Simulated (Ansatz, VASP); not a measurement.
# One calculation of BN, two programs

```
CELL_PARAMETERS angstrom
2.51575 0.00000 0.00000
-1.25788 2.17870 0.00000
0.00000 0.00000 4.26190
ATOMIC_POSITIONS crystal
B 0.33333 0.66667 0.99983
B 0.66667 0.33333 0.49983
N 0.33333 0.66667 0.37417
N 0.66667 0.33333 0.87417
```

Change from the starting cell: strained cell.

Alike in both runs: functional PBE; k mesh 9 × 9 × 6; occupations gaussian, width 0.02 eV; no spin polarisation.

Ansatz relaxed the structure, and its values are those at the end. VASP's run is a single point on that final structure, the one shown.

```csv
,VASP,Ansatz
version,VASP 6.6.1,Ansatz 0.2.0
potentials or method,"VASP PAW PBE potentials, release 64 (B, N), cutoff 520 eV","scalar-relativistic, plane waves, PAW"
valence electrons in the cell,16,16
```

Ansatz gave:

* gap on the k mesh at the Fermi level (eV): 5.08
* least direct gap on the mesh (eV): 7.88
* pressure (GPa): 8.4
* rms of the force components (eV/Å): 0.000

Problem. Which values does VASP return?

Solution. gap on the k mesh at the Fermi level (eV): 5.07; least direct gap on the mesh (eV): 7.88; pressure (GPa): 8.9; rms of the force components (eV/Å): 0.006.

The functional is the same, so the differences come from potentials, cutoffs and numerics. Ansatz's warnings: stress scf threshold loose.
